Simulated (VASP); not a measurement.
**Ge: single point with PBEsol**

Ge:

```
Ge
1.0
     1.40640   -2.61774    0.00000
     1.40640    2.61774    0.00000
     0.00000    0.00000    2.71610
Ge
1
Direct
  0.50000 0.50000 0.00000
```

This cell differs from its parent crystal: volume scaled by 1.02.

```yaml
Program: VASP 6.6.1
Task: single point
Functional: PBEsol
Potentials_or_basis: VASP PAW PBE potentials, release 64 (Ge_d)
Cutoff: 520 eV
k_mesh: 11 × 11 × 10
Occupations: fermi-dirac, width 0.05 eV
Spin: no spin polarisation
```

```json
{
 "Pressure": "-5.3 GPa",
 "Band gap on the k mesh": "zero (band 7 reaches 12.42 eV, above the bottom of band 8 at 3.53 eV)"
}
```

Stress tensor (GPa, compression positive):
```
-3.99  0.00  0.00
 0.00 -6.92  0.00
 0.00  0.00 -4.91
```

Levels at points of the mesh, in eV from the Fermi level:
| k point | band 4 | band 5 | band 6 | band 7 | band 8 | band 9 | band 10 | band 11 |
| --- | --- | --- | --- | --- | --- | --- | --- | --- |
| (0.00, 0.00, 0.00) | -24.41 | -24.39 | -12.68 | 6.58 | 7.02 | 8.50 | 10.14 | 12.37 |
| (0.00, 0.00, 0.50) | -24.45 | -24.42 | -8.99 | -5.53 | 9.76 | 11.23 | 15.90 | 15.93 |

Run time: 11 s on 1 thread of Intel(R) Xeon(R) 6975P-C (Granite Rapids), with other jobs on the host, peak memory 0.17 GiB.

Caveat: the PAW data sets were made with another functional, which shifts forces and pressure a little.
